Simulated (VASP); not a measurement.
Write the native input for VASP 6.6.1 that does the following.

| Item | Value |
| --- | --- |
| Task | single point |
| Functional | PBE |
| Dispersion | D3(BJ) |
| Potentials or basis | VASP PAW PBE potentials, release 64 (Ga_d, Sb) |
| Cutoff | 520 eV |
| k mesh | 16 × 16 × 16 |
| Occupations | gaussian, width 0.1 eV |
| Spin | no spin polarisation |
| Dipole correction | no |
| Further INCAR settings | ALGO = Normal; EDIFF = 1e-07; NBANDS = 16 |

The structure of GaSb lies in POSCAR:

```
GaSb
1.0
    0.0000000000      3.0645834839      3.0645834839
    3.0645834839      0.0000000000      3.0645834839
    3.0645834839      3.0645834839      0.0000000000
Ga Sb
1 1
Direct
    0.0000000000      0.0000000000      0.0000000000
    0.7500000000      0.7500000000      0.7500000000
```

The input as run:

INCAR

```
SYSTEM = GaSb
  ALGO = Normal
  EDIFF = 1E-7
  ENCUT = 520
  GGA = PE
  ISIF = 2
  ISMEAR = 0
  IVDW = 12
  LASPH = .TRUE.
  LCHARG = .FALSE.
  LREAL = .FALSE.
  LWAVE = .FALSE.
  NBANDS = 16
  NELM = 80
  PREC = Accurate
  SIGMA = 0.1
```

KPOINTS

```
k-points
0
G
  16 16 16
  0 0 0
```

Potentials or basis: VASP PAW PBE potentials, release 64 (Ga_d, Sb).

Launch:

```console
$ cat potpaw_PBE.64/Ga_d/POTCAR potpaw_PBE.64/Sb/POTCAR > POTCAR
$ mpirun -np 1 vasp_std > vasp.out
```

Results of the run:

```
Pressure                   : 0.1 GPa
Band gap on the k mesh     : zero (filled and empty bands touch)
Dispersion energy per atom : -0.330 eV
```

Caveat: spin-orbit coupling is left out, which moves the levels of the heavy elements; pairwise dispersion overbinds metals, which lowers pressure and volume.

Wall time 48 s on 1 thread of Intel(R) Xeon(R) Platinum 8488C (Sapphire Rapids), on a shared host, peak memory 0.28 GiB.
